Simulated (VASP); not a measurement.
**ZrC: single point with PBE**

Crystal: ZrC.

```
Zr C
1.0
     0.00000    2.36500    2.36500
     2.36500    0.00000    2.36500
     2.36500    2.36500    0.00000
Zr C
1 1
Direct
  0.50000 0.50000 0.50000
  0.00000 0.00000 0.00000
```

- Program: VASP 6.6.1
- Task: single point
- Functional: PBE
- Potentials or basis: VASP PAW PBE potentials, release 64 (Zr_sv, C)
- Cutoff: 520 eV
- k mesh: 6 × 6 × 6
- Occupations: gaussian, width 0.1 eV
- Spin: no spin polarisation

```yaml
Pressure: -2.6 GPa
Band_gap_on_the_k_mesh: zero (band 8 reaches 10.34 eV, above the bottom of band 9 at 9.14 eV)
```

Levels at points of the mesh, in eV from the Fermi level:
```
           k point  band 6  band 7  band 8  band 9  band 10  band 11
(0.00, 0.00, 0.00)    1.02    1.02    1.02    1.16     1.16     1.16
(0.50, 0.00, 0.00)   -5.15   -2.79   -2.79    4.47     4.47     5.29
(0.50, 0.50, 0.00)   -2.01   -1.63    0.12    0.12     4.42     5.60
```

Run time: 5.8 s on 1 thread of Intel(R) Xeon(R) 6975P-C (Granite Rapids), on a shared host, peak memory 0.15 GiB.

Caveat: the k points lie up to 0.38 Å⁻¹ apart.
